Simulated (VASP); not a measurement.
# ZrTi3C4 (Pm-3m) in VASP: notebook, part 2 of 2

VASP 6.6.1. The steps go on from the part before.

### Step 5. Relaxation of cell and atoms, PBE

This run uses another cell than the first one, of 13.87 Å³/atom.

INCAR reads:

```
SYSTEM = ZrTi3C4
  PREC = Accurate
  ENCUT = 600
  EDIFF = 1E-6
  ISMEAR = 0
  SIGMA = 0.1
  LREAL = .FALSE.
  LASPH = .TRUE.
  NELM = 80
  ALGO = Normal
  ISIF = 3
  LWAVE = .FALSE.
  LCHARG = .FALSE.
  GGA = PE
  IBRION = 2
  NSW = 90
  EDIFFG = -0.04
```

KPOINTS reads:

```
regular mesh
0
G
  4 4 4
  0 0 0
```

POSCAR reads:

```
ZrTi3C4
1.0
    4.8054145400      0.0000000000      0.0000000000
    0.0000000000      4.8054145400      0.0000000000
    0.0000000000      0.0000000000      4.8054145400
Zr Ti C
1 3 4
Direct
    0.5000000000      0.5000000000      0.5000000000
    0.0000000000      0.0000000000      0.5000000000
    0.5000000000      0.0000000000      0.0000000000
    0.0000000000      0.5000000000      0.0000000000
    0.5000000000      0.5000000000      0.0000000000
    0.0000000000      0.5000000000      0.5000000000
    0.5000000000      0.0000000000      0.5000000000
    0.0000000000      0.0000000000      0.0000000000
```

Potentials or basis: VASP PAW PBE potentials, release 64 (Zr_sv, Ti_sv, C).

Launch:

```sh
$ cat potpaw_PBE.64/Zr_sv/POTCAR potpaw_PBE.64/Ti_sv/POTCAR potpaw_PBE.64/C/POTCAR > POTCAR
$ mpirun -np 1 vasp_std > vasp.out
```

OUTCAR:

```text
SYSTEM = ZrTi3C4
   PREC = Accurate
   ENCUT = 600
   EDIFF = 1E-6
   ISMEAR = 0
   LREAL = .FALSE.
   LASPH = .TRUE.
   NELM = 80
   ISIF = 3
   GGA = PE
   IBRION = 2
   NSW = 90
   EDIFFG = -0.04

 ion  position               nearest neighbor table
   1  0.500  0.500  0.500-   5 2.40   6 2.40   7 2.40   5 2.40   7 2.40   6 2.40   3 3.40   4 3.40
                             2 3.40   2 3.40   3 3.40   3 3.40   3 3.40   2 3.40   4 3.40   4 3.40
   2  0.000  0.000  0.500-   6 2.40   7 2.40   8 2.40   8 2.40   6 2.40   7 2.40   1 3.40   1 3.40
                             1 3.40   1 3.40
   3  0.500  0.000  0.000-   5 2.40   7 2.40   8 2.40   7 2.40   5 2.40   8 2.40   1 3.40   1 3.40
                             1 3.40   1 3.40
   4  0.000  0.500  0.000-   5 2.40   6 2.40   8 2.40   6 2.40   8 2.40   5 2.40   1 3.40   1 3.40
                             1 3.40   1 3.40
   5  0.500  0.500  0.000-   1 2.40   3 2.40   4 2.40   1 2.40   3 2.40   4 2.40
   6  0.000  0.500  0.500-   1 2.40   2 2.40   4 2.40   4 2.40   2 2.40   1 2.40
   7  0.500  0.000  0.500-   1 2.40   2 2.40   3 2.40   3 2.40   1 2.40   2 2.40
   8  0.000  0.000  0.000-   2 2.40   3 2.40   4 2.40   2 2.40   4 2.40   3 2.40

  LATTYP: Found a simple cubic cell.
 ALAT       =     4.8054145400

  Lattice vectors:

 A1 = (   4.8054145400,   0.0000000000,   0.0000000000)
 A2 = (   0.0000000000,   4.8054145400,   0.0000000000)
 A3 = (   0.0000000000,   0.0000000000,   4.8054145400)

Analysis of symmetry for initial positions (statically):
[... 178 lines left out ...]
  --------------------------------------------------------------------------------------
  -------------------------------------------------------------------------------------
  Total      -23.8121370    -23.8121370    -23.8121370      0.0000000      0.0000000     -0.0000000
  in kB     -343.8083186   -343.8083186   -343.8083186      0.0000000      0.0000000     -0.0000000
  external PRESSURE =    -343.8083186 kB  Pullay stress =       0.0000000 kB
[... 29 lines left out ...]
--------------------------------------- Ionic step        2  -------------------------------------------

 number of electron      64.0000008 magnetization

 E-fermi :  12.2424     XC(G=0): -13.6981

 val. band max:       12.0815050045   @ k =   0.2500   0.0000   0.0000
 cond. band min:      12.2882193484   @ k =   0.2500   0.0000   0.0000
 fundamental gap:      0.2067143438
 Fermi energy:        12.2423585613

 k-point     1 :       0.0000    0.0000    0.0000
  band No.  band energies     occupation
      1     -43.7982      2.00000
      2     -43.6509      2.00000
      3     -43.6509      2.00000
      4     -34.4353      2.00000
      5     -20.4123      2.00000
      6     -20.4123      2.00000
[... 524 lines left out ...]
--------------------------------------- Ionic step        5  -------------------------------------------

 number of electron      63.9999986 magnetization

 Free energy of the ion-electron system (eV)
  ---------------------------------------------------
  ext. energy  EPLUGINS =         0.00000000
  ---------------------------------------------------
  free energy    TOTEN  =       -75.11063979 eV

  energy without entropy =      -75.10152532  energy(sigma->0) =      -75.10608255

 E-fermi :   9.3121     XC(G=0): -12.4921

 val. band max:        9.1389840039   @ k =   0.2500   0.0000   0.0000
 cond. band min:       9.3581735100   @ k =   0.2500   0.0000   0.0000
 fundamental gap:      0.2191895061
 Fermi energy:         9.3121300286

 k-point     1 :       0.0000    0.0000    0.0000
  band No.  band energies     occupation
      1     -47.3966      2.00000
      2     -47.3443      2.00000
      3     -47.3443      2.00000
      4     -38.0726      2.00000
      5     -23.7581      2.00000
      6     -23.7581      2.00000
[... 434 lines left out ...]
  FREE ENERGIE OF THE ION-ELECTRON SYSTEM (eV)
  ---------------------------------------------------
  free  energy   TOTEN  =       -75.1106397861 eV

  energy  without entropy=      -75.1015253172  energy(sigma->0) =      -75.10608255

 reached required accuracy - stopping structural energy minimisation
```

Wall time 6.3 min (1 thread of Intel Xeon 8259CL, shared host); peak memory 0.28 GiB.

Results:

| Quantity | Value |
| --- | --- |
| Free energy | -75.1106 eV |
| Relaxed volume | 10.94 Å³/atom |
| Relaxed cell | a = 4.440 Å, b = 4.440 Å, c = 4.440 Å, α = 90.00°, β = 90.00°, γ = 90.00° |
| Space group after relaxing (to 0.1 Å) | Pm-3m (No. 221) |
| Energy gained by relaxing | 380.8 meV/atom |
| Ionic steps | 5 |
| Pressure after relaxing | 0.5 GPa |
| Band gap on the k mesh | zero (bands 32 and 33 overlap by 0.62 eV) |

The path:
| step | energy change (eV) | largest force (eV/Å) | pressure (GPa) | volume (Å³) |
| --- | --- | --- | --- | --- |
| 1 | 0.0000 | 0.0000 | -34.38 | 110.97 |
| 2 | 0.9611 | 0.0000 | 85.87 | 69.70 |
| 3 | -3.0392 | 0.0000 | -2.52 | 88.71 |
| 4 | -3.0464 | 0.0000 | -0.59 | 87.97 |
| 5 | -3.0465 | 0.0000 | 0.55 | 87.55 |

Final structure:
```
CELL_PARAMETERS angstrom
4.44037 0.00000 0.00000
0.00000 4.44037 0.00000
0.00000 0.00000 4.44037
ATOMIC_POSITIONS crystal
Zr 0.50000 0.50000 0.50000
Ti 0.00000 0.00000 0.50000
Ti 0.50000 0.00000 0.00000
Ti 0.00000 0.50000 0.00000
C 0.50000 0.50000 0.00000
C 0.00000 0.50000 0.50000
C 0.50000 0.00000 0.50000
C 0.00000 0.00000 0.00000
```

Caveat: the volume moved by over 15 % at a fixed basis, so the end points are rough.

### Step 6. Single point, PBE, collinear spin

INCAR reads:

```
PREC = Accurate ; ENCUT = 520
EDIFF = 1E-6 ; ISMEAR = 0
SIGMA = 0.1 ; LREAL = F
LASPH = T ; NELM = 150
ALGO = Normal ; ISIF = 2
LWAVE = F ; LCHARG = T
ISPIN = 2 ; MAGMOM = 1 1 1 1 0 0 0 0
LORBIT = 11 ; LMAXMIX = 4
GGA = PE ; LELF = T
LVHAR = T ; NBANDS = 46
```

KPOINTS reads:

```
regular mesh
0
Gamma
  4 4 4
```

Edit POSCAR of step 5 so:

```diff
@@ -2,5 +2,5 @@
 1.0
-    4.8054145400      0.0000000000      0.0000000000
-    0.0000000000      4.8054145400      0.0000000000
-    0.0000000000      0.0000000000      4.8054145400
+    4.4440954567      0.0000000000      0.0000000000
+    0.0000000000      4.4440954567      0.0000000000
+    0.0000000000      0.0000000000      4.4440954567
 Zr Ti C
```

Potentials or basis: VASP PAW PBE potentials, release 64 (Zr_sv, Ti_sv, C).

Launch:

```sh
$ cat potpaw_PBE.64/Zr_sv/POTCAR potpaw_PBE.64/Ti_sv/POTCAR potpaw_PBE.64/C/POTCAR > POTCAR
$ mpirun -np 1 vasp_std > vasp.out
```

It took 2.5 min on 1 thread of Intel Xeon 8259CL, shared host; peak memory 0.27 GiB.

Results (log left out):

- Free energy: -75.0828 eV
- Pressure: 0.1 GPa
- Band gap on the k mesh: zero (filled and empty bands overlap)
- Net moment: 0.00 μB per cell
- Valence electrons inside the program's atomic spheres: Zr 10.10; Ti 10.29; C 2.40, 2.35 (each value once)

Levels at points of the mesh, in eV from the Fermi level:
Spin up:
```tsv
k point	band 30	band 31	band 32	band 33	band 34	band 35
(0.00, 0.00, 0.00)	0.38	0.38	0.38	0.77	0.77	0.77
(0.50, 0.00, 0.00)	-0.50	-0.41	-0.41	-0.24	-0.24	2.01
(0.50, 0.50, 0.00)	-2.36	-2.36	-1.79	1.91	1.99	2.47
(0.50, 0.50, 0.50)	-2.67	-2.67	-2.67	2.67	2.67	2.67
```
Spin down:
| k point | band 28 | band 29 | band 30 | band 31 | band 32 | band 33 | band 34 | band 35 | band 36 | band 37 |
| --- | --- | --- | --- | --- | --- | --- | --- | --- | --- | --- |
| (0.00, 0.00, 0.00) | -0.24 | -0.24 | 0.38 | 0.38 | 0.38 | 0.77 | 0.77 | 0.77 | 1.48 | 1.48 |
| (0.50, 0.00, 0.00) | -2.50 | -0.57 | -0.50 | -0.41 | -0.41 | -0.24 | -0.24 | 2.01 | 2.59 | 2.61 |
| (0.50, 0.50, 0.00) | -2.57 | -2.37 | -2.36 | -2.36 | -1.79 | 1.91 | 1.99 | 2.47 | 2.47 | 2.87 |
| (0.50, 0.50, 0.50) | -2.73 | -2.73 | -2.67 | -2.67 | -2.67 | 2.67 | 2.67 | 2.67 | 2.79 | 2.79 |

### Step 7. The runs side by side

| task | spin | cell | k mesh | cutoff (eV) | gap on the mesh (eV) | pressure (GPa) |
| --- | --- | --- | --- | --- | --- | --- |
| single point | off | a = 4.444 Å, 8 atoms | 4 × 4 × 4 | 520 | none | 0.0 |
| single point | off | a = 4.805 Å, 8 atoms | 4 × 4 × 4 | 520 | none | -34.3 |
| single point | off | a = 4.444 Å, 8 atoms | 8 × 8 × 8 | 520 | none | 0.3 |
| relaxation of cell and atoms | off | relaxed from a = 4.805 Å, 8 atoms | 4 × 4 × 4 | 600 | none | 0.5 |
| single point | collinear | a = 4.444 Å, 8 atoms | 4 × 4 × 4 | 520 | none | 0.1 |

Alike in all rows: level PBE; potentials or basis VASP PAW PBE potentials, release 64 (Zr_sv, Ti_sv, C); smearing gaussian 0.1 eV.

Caveats: the cell stands under tension (at least some runs); the volume moved by over 15 % at a fixed basis, so the end points are rough (at least some runs).

Absolute energies hang on the potentials; compare differences alone.
